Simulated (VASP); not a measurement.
# K (Im-3m) in VASP: a series of runs

The runs below take K through relaxation of cell and atoms, with PBE.

Program: VASP 6.6.1. These are calculated values, not measurements. Logs are shortened: lines on timing, memory, paths and dates and some standing lists are left out, and cuts for length are marked.

**1. The cell of the first run**

The structure is cubic, space group Im-3m (No. 229). Conventional cell: a = 4.323 Å, b = 4.323 Å, c = 4.323 Å, α = 90.00°, β = 90.00°, γ = 90.00°. Within 4.9 Å of K (site symmetry m-3m) lie 14 K at 3.74 to 4.32 Å.

**2. Relaxation of cell and atoms, PBE, target pressure 10 GPa, at which the enthalpy is minimised**

Input file INCAR:

```
SYSTEM = K
PREC = Accurate ; ENCUT = 600
EDIFF = 1E-6 ; ISMEAR = 0
SIGMA = 0.1 ; LREAL = .FALSE.
LASPH = .TRUE. ; NELM = 60
ALGO = Fast ; ISIF = 3
LWAVE = .FALSE. ; LCHARG = .FALSE.
GGA = PE ; IBRION = 2
NSW = 70 ; EDIFFG = -0.008
PSTRESS = 100.0
```

Input file KPOINTS:

```
regular mesh
0
G
  14 14 14
  0 0 0
```

Input file POSCAR:

```
K
1.0
   -2.1613899675      2.1613899675      2.1613899675
    2.1613899675     -2.1613899675      2.1613899675
    2.1613899675      2.1613899675     -2.1613899675
K
1
Direct
    0.0000000000      0.0000000000      0.0000000000
```

Potentials or basis: VASP PAW PBE potentials, release 64 (K_sv).

Started as:

```console
> cat potpaw_PBE.64/K_sv/POTCAR > POTCAR
> mpirun -np 1 vasp_std > vasp.out
```

OUTCAR:

```text
SYSTEM = K
   PREC = Accurate
   ENCUT = 600
   EDIFF = 1E-6
   ISMEAR = 0
   LREAL = .FALSE.
   LASPH = .TRUE.
   NELM = 60
   ISIF = 3
   GGA = PE
   IBRION = 2
   NSW = 70
   EDIFFG = -0.008
   PSTRESS = 100.0

 ion  position               nearest neighbor table
   1  0.000  0.000  0.000-

  LATTYP: Found a body centered cubic cell.
 ALAT       =     4.3227799350

  Lattice vectors:

 A1 = (  -2.1613899675,   2.1613899675,   2.1613899675)
 A2 = (   2.1613899675,  -2.1613899675,   2.1613899675)
 A3 = (   2.1613899675,   2.1613899675,  -2.1613899675)

Analysis of symmetry for initial positions (statically):
=====================================================================
 Subroutine PRICEL returns:
 Original cell was already a primitive cell.

 Routine SETGRP: Setting up the symmetry group for a
 body centered cubic supercell.

 Subroutine GETGRP returns: Found 48 space group operations
 (whereof 48 operations were pure point group operations)
 out of a pool of 48 trial point group operations.

The static configuration has the point symmetry O_h .

Analysis of symmetry for dynamics (positions and initial velocities):
=====================================================================
 Subroutine PRICEL returns:
 Original cell was already a primitive cell.

 Routine SETGRP: Setting up the symmetry group for a
 body centered cubic supercell.

 Subroutine GETGRP returns: Found 48 space group operations
 (whereof 48 operations were pure point group operations)
 out of a pool of 48 trial point group operations.

The dynamic configuration has the point symmetry O_h .

 Subroutine INISYM returns: Found 48 space group operations
 (whereof 48 operations are pure point group operations),
 and found     1 'primitive' translations

----------------------------------------------------------------------------------------

                                     Primitive cell

  volume of cell :      40.3887

  direct lattice vectors                    reciprocal lattice vectors
    -2.161389967  2.161389967  2.161389967     0.000000000  0.231332618  0.231332618
     2.161389967 -2.161389967  2.161389967     0.231332618  0.000000000  0.231332618
     2.161389967  2.161389967 -2.161389967     0.231332618  0.231332618  0.000000000

  length of vectors
     3.743637239  3.743637239  3.743637239     0.327153726  0.327153726  0.327153726

  position of ions in fractional coordinates (direct lattice)
     0.000000000  0.000000000  0.000000000

  ion indices of the primitive-cell ions
   primitive index   ion index
                 1           1

----------------------------------------------------------------------------------------

 KPOINTS: regular mesh

Automatic generation of k-mesh.
 Grid dimensions read from file:
 generate k-points for:   14   14   14

 Generating k-lattice:

  Cartesian coordinates                     Fractional coordinates (reciprocal lattice)
     0.000000000  0.016523758  0.016523758     0.071428571  0.000000000  0.000000000
     0.016523758  0.000000000  0.016523758     0.000000000  0.071428571  0.000000000
     0.016523758  0.016523758  0.000000000     0.000000000  0.000000000  0.071428571

  Length of vectors
     0.023368123  0.023368123  0.023368123

  Shift w.r.t. Gamma in fractional coordinates (k-lattice)
     0.000000000  0.000000000  0.000000000

 Subroutine IBZKPT returns following result:
 ===========================================

 Found    104 irreducible k-points:

 Following reciprocal coordinates:
            Coordinates               Weight
  0.000000  0.000000  0.000000      1.000000
  0.071429  0.000000  0.000000     12.000000
  0.142857  0.000000  0.000000     12.000000
  0.214286  0.000000  0.000000     12.000000
  0.285714  0.000000  0.000000     12.000000
  0.357143  0.000000  0.000000     12.000000
[... 16 lines left out ...]
  0.285714  0.285714  0.000000     24.000000
  0.357143  0.285714  0.000000     24.000000
 [... further k-points ...]
   k-points           NKPTS =    104   k-points in BZ     NKDIM =    104   number of bands    NBANDS=      8
   number of dos      NEDOS =    301   number of ions     NIONS =      1
   total plane-waves  NPLWV =  27000
   dimension x,y,z NGX =    30 NGY =   30 NGZ =   30
   dimension x,y,z NGXF=    60 NGYF=   60 NGZF=   60
   ions per type =               1
   NGX,Y,Z   is equivalent  to a cutoff of  13.32, 13.32, 13.32 a.u.
   NGXF,Y,Z  is equivalent  to a cutoff of  26.64, 26.64, 26.64 a.u.
 SYSTEM =  K
   PREC   = accura    normal or accurate (medium, high low for compatibility)
   ISTART =      0    job   : 0-new  1-cont  2-samecut
   ICHARG =      2    charge: 1-file 2-atom 10-const
   ISPIN  =      1    spin polarized calculation?
   LNONCOLLINEAR =      F non collinear calculations
   LSORBIT =      F    spin-orbit coupling
   LASPH  =      T    aspherical Exc in radial PAW
   ENCUT  =  600.0 eV  44.10 Ry    6.64 a.u.   7.48  7.48  7.48*2*pi/ulx,y,z
   NELM   =     60;   NELMIN=  2; NELMDL= -5     # of ELM steps
   EDIFF  = 0.1E-05   stopping-criterion for ELM
   LREAL  =      F    real-space projection
   EDIFFG = -.8E-02   stopping-criterion for IOM
   NSW    =     70    number of steps for IOM
   IBRION =      2    ionic relax: 0-MD 1-quasi-New 2-CG
   NFREE  =      1    steps in history (QN), initial steepest desc. (CG)
   ISIF   =      3    stress and relaxation
   ISYM   =      2    0-nonsym 1-usesym 2-fastsym
   POTIM  = 0.5000    time-step for ionic-motion
   TEBEG  =    0.0;   TEEND  =   0.0 temperature during run
   PSTRESS=  100.0 pullay stress
   NELECT =       9.0000    total number of electrons
   NUPDOWN=      -1.0000    fix difference up-down
   EMIN   =  10.00;   EMAX   =-10.00  energy-range for DOS
   EFERMI =   0.00;   METHOD = LEGACY
   ISMEAR =     0;   SIGMA  =   0.10  broadening in eV -4-tet -1-fermi 0-gaus
   EFERMI_NEDOS =   21; number of points for ismear=-14 and -15
   IALGO  =     68    algorithm
   IMIX   =      4    mixing-type and parameters
     AMIX     =   0.40;   BMIX     =  1.00
     AMIX_MAG =   1.60;   BMIX_MAG =  1.00
  volume/ion in A,a.u.               =      40.39       272.56
  Fermi-wavevector in a.u.,A,eV,Ry     =   0.992512  1.875576 13.402835  0.985081
  Thomas-Fermi vector in A             =   2.124329
   LORBIT       =      0    0 simple, 1 ext, 2 COOP (PROOUT), +10 PAW based schemes
   GGA     = PE    functional components
   LHFCALC =     F    Hartree Fock is set to
   AEXX    =    0.0000 exact exchange contribution
   IVDW    =     0    specifies the selected vdW correction
   LEPSILON=     F    determine dielectric tensor
   LRPA    =     F    only Hartree local field effects (RPA)
 conjugate gradient relaxation of ions
 non-spin polarized calculation
 RMM-DIIS sequential band-by-band and
 Gauss-broadening in eV      SIGMA  =   0.10
  energy-cutoff  :      600.00
  volume of cell :       40.39
 maximum number of plane-waves:      1409
 NGX is ok and might be reduce to    30
   NGX = 15   NGY = 15   NGZ = 15

--------------------------------------- Ionic step        1  -------------------------------------------

 number of electron       8.9999999 magnetization

 Free energy of the ion-electron system (eV)
  ---------------------------------------------------
  ext. energy  EPLUGINS =         0.00000000
  ---------------------------------------------------
  free energy    TOTEN  =        -0.61991421 eV

  energy without entropy =       -0.61561400  energy(sigma->0) =       -0.61776410

------------------------ aborting loop because EDIFF is reached ----------------------------------------

  FORCE on cell =-STRESS in cart. coord.  units (eV):
  Direction    XX          YY          ZZ          XY          YZ          ZX
  --------------------------------------------------------------------------------------
  -------------------------------------------------------------------------------------
  Total        1.6742920      1.6742920      1.6742920     -0.0000000     -0.0000000     -0.0000000
  in kB       66.4174811     66.4174811     66.4174811     -0.0000000     -0.0000000     -0.0000000
  external PRESSURE =     -33.5825189 kB  Pullay stress =     100.0000000 kB

 VOLUME and BASIS-vectors are now :
 -----------------------------------------------------------------------------
  energy-cutoff  :      600.00
  volume of cell :       40.39
      direct lattice vectors                 reciprocal lattice vectors
    -2.161389967  2.161389967  2.161389967     0.000000000  0.231332618  0.231332618
     2.161389967 -2.161389967  2.161389967     0.231332618  0.000000000  0.231332618
     2.161389967  2.161389967 -2.161389967     0.231332618  0.231332618  0.000000000

 POSITION                                       TOTAL-FORCE (eV/Angst)
 -----------------------------------------------------------------------------------
      0.00000      0.00000      0.00000         0.000000     -0.000000      0.000000
 -----------------------------------------------------------------------------------
    total drift:                               -0.000000     -0.000000      0.000000

  FREE ENERGIE OF THE ION-ELECTRON SYSTEM (eV)
  ---------------------------------------------------
  free  energy   TOTEN  =        -0.6199142052 eV

  energy  without entropy=       -0.6156139988  energy(sigma->0) =       -0.61776410

  enthalpy is  TOTEN    =         1.9009462340 eV   P V=        2.5208604391

--------------------------------------- Ionic step        2  -------------------------------------------

 number of electron       9.0000000 magnetization

 Free energy of the ion-electron system (eV)
  ---------------------------------------------------
  ext. energy  EPLUGINS =         0.00000000
  ---------------------------------------------------
  free energy    TOTEN  =        -0.37649447 eV

  energy without entropy =       -0.37077239  energy(sigma->0) =       -0.37363343

 E-fermi :   2.3258     XC(G=0):  -7.7644

 val. band max:        2.3233401361   @ k =   0.5000   0.0000   0.0000
 cond. band min:       2.3365379327   @ k =  -0.3571   0.4286   0.1429
 fundamental gap:      0.0131977966
 Fermi energy:         2.3257834701

 k-point     1 :       0.0000    0.0000    0.0000
  band No.  band energies     occupation
      1     -29.9131      2.00000
      2     -13.1027      2.00000
      3     -13.1027      2.00000
      4     -13.1027      2.00000
      5      -0.9751      2.00000
      6       6.9623      0.00000
      7       6.9623      0.00000
      8       6.9623      0.00000

 k-point     2 :       0.0714    0.0000    0.0000
  band No.  band energies     occupation
      1     -29.9084      2.00000
      2     -13.1386      2.00000
      3     -13.1125      2.00000
      4     -13.1031      2.00000
      5      -0.8508      2.00000
      6       6.8362      0.00000
      7       6.8667      0.00000
      8       7.0776      0.00000

 k-point     3 :       0.1429    0.0000    0.0000
  band No.  band energies     occupation
      1     -29.8955      2.00000
      2     -13.2371      2.00000
      3     -13.1398      2.00000
      4     -13.1045      2.00000
      5      -0.4923      2.00000
      6       6.4596      0.00000
      7       6.5197      0.00000
      8       7.4186      0.00000
[... 210 lines left out ...]
 k-point    23 :       0.2857    0.2857    0.0000
  band No.  band energies     occupation
      1     -29.8106      2.00000
      2     -13.6309      2.00000
      3     -13.4497      2.00000
      4     -13.1788      2.00000
      5       3.0867      0.00000
      6       3.9424      0.00000
      7       4.5336      0.00000
      8       8.5934      0.00000

 k-point    24 :       0.3571    0.2857    0.0000
  band No.  band energies     occupation
      1     -29.8077      2.00000
      2     -13.6043      2.00000
      3     -13.4997      2.00000
      4     -13.1819      2.00000
      5       3.5536      0.00000
      6       3.7600      0.00000
      7       4.2725      0.00000
      8       8.7155      0.00000

 [... further k-points ...]

------------------------ aborting loop because EDIFF is reached ----------------------------------------

  FORCE on cell =-STRESS in cart. coord.  units (eV):
  Direction    XX          YY          ZZ          XY          YZ          ZX
  --------------------------------------------------------------------------------------
  -------------------------------------------------------------------------------------
  Total        2.2245163      2.2245163      2.2245163      0.0000000      0.0000000      0.0000000
  in kB      100.0033570    100.0033570    100.0033570      0.0000000      0.0000000      0.0000000
  external PRESSURE =       0.0033570 kB  Pullay stress =     100.0000000 kB

 VOLUME and BASIS-vectors are now :
 -----------------------------------------------------------------------------
  energy-cutoff  :      600.00
  volume of cell :       35.64
      direct lattice vectors                 reciprocal lattice vectors
    -2.073117271  2.073117271  2.073117271     0.000000000  0.241182690  0.241182690
     2.073117271 -2.073117271  2.073117271     0.241182690  0.000000000  0.241182690
     2.073117271  2.073117271 -2.073117271     0.241182690  0.241182690  0.000000000

 POSITION                                       TOTAL-FORCE (eV/Angst)
 -----------------------------------------------------------------------------------
     -2.07312      2.07312      2.07312        -0.000000      0.000000      0.000000
 -----------------------------------------------------------------------------------
    total drift:                                0.000000      0.000000     -0.000000

  FREE ENERGIE OF THE ION-ELECTRON SYSTEM (eV)
  ---------------------------------------------------
  free  energy   TOTEN  =        -0.3764944714 eV

  energy  without entropy=       -0.3707723906  energy(sigma->0) =       -0.37363343

  enthalpy is  TOTEN    =         1.8479471780 eV   P V=        2.2244416494

 reached required accuracy - stopping structural energy minimisation
```

Wall time 95 s (1 thread of Intel Xeon Platinum 8259CL at 2.50GHz (Skylake/Cascade Lake), shared host); peak memory 0.2 GiB.

What came out:

- Free energy: -0.3765 eV
- Relaxed volume: 35.64 Å³/atom
- Relaxed cell: a = 3.591 Å, b = 3.591 Å, c = 3.591 Å, α = 109.47°, β = 109.47°, γ = 109.47°
- Space group after relaxing (to 0.1 Å): Im-3m (No. 229)
- Energy change on relaxing (the run minimises the enthalpy): +243.4 meV/atom
- Ionic steps: 2
- Pressure after relaxing: 10.0 GPa
- Band gap on the k mesh: zero (an odd number of electrons rules out a gap without spin polarisation)

Step by step:
| step | energy change (eV) | largest force (eV/Å) | pressure (GPa) | volume (Å³) |
| --- | --- | --- | --- | --- |
| 1 | 0.0000 | 0.0000 | 6.64 | 40.39 |
| 2 | 0.2434 | 0.0000 | 10.00 | 35.64 |

Final structure:
```cif
data_structure
_symmetry_space_group_name_H-M 'P 1'
_symmetry_Int_Tables_number 1
_cell_length_a 3.5907
_cell_length_b 3.5907
_cell_length_c 3.5907
_cell_angle_alpha 109.471
_cell_angle_beta 109.471
_cell_angle_gamma 109.471
_cell_volume 35.64
loop_
_atom_site_label
_atom_site_type_symbol
_atom_site_fract_x
_atom_site_fract_y
_atom_site_fract_z
_atom_site_occupancy
K1 K 0.00000 0.00000 0.00000 1
```

Levels at points of the mesh, in eV from the Fermi level:
```csv
k point,band 2,band 3,band 4,band 5,band 6,band 7
"(0.00, 0.00, 0.00)",-15.43,-15.43,-15.43,-3.30,4.64,4.64
"(0.50, 0.00, 0.00)",-16.09,-15.62,-15.44,0.00,1.56,2.90
"(0.50, 0.50, 0.50)",-15.86,-15.86,-15.86,0.66,0.66,6.23
```

Caveat: the cell is relaxed towards a set pressure, so the run minimises the enthalpy, not the energy.

[end of part 1 of 2]
